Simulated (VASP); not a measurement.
Runs of VASP 6.6.1 on Ga3Sb. The structure is that of space group I4/mmm (No. 139), or close to it. The cells are those of the table. 

```csv
task,cell,k mesh,cutoff (eV),gap on the mesh (eV),pressure (GPa)
single point,"a = 5.655 Å, angles 135.1, 135.1, 65.3°, 4 atoms",6 × 6 × 6,520,none,-5.7
relaxation of shape and atoms at fixed volume,"relaxed from a = 5.255 Å, angles 134.1, 134.1, 67.0°, 4 atoms",14 × 14 × 14,600,none,4.7
single point,"a = 5.195 Å, angles 134.0, 134.0, 67.1°, 4 atoms",14 × 14 × 14,520,none,7.8
single point,"a = 5.133 Å, angles 133.9, 133.9, 67.2°, 4 atoms",14 × 14 × 14,520,none,(a)
```

Alike in all rows: level PBEsol+D3(BJ); potentials or basis VASP PAW PBE potentials, release 64 (Ga_d, Sb); no spin polarisation; smearing gaussian 0.1 eV.

Task: Estimate the missing entries.

Result: (a) 11.4.

Caveats: the PAW data sets were made with another functional, which shifts forces and pressure a little; spin-orbit coupling is left out, which moves the levels of the heavy elements; the cell stands under pressure (at least some runs); the cell stands under tension (at least some runs).

A k mesh can miss the band edges, and the runs leave out spin-orbit coupling on Ga, Sb.

A gap of «none» marks levels without a gap at the run's occupations.
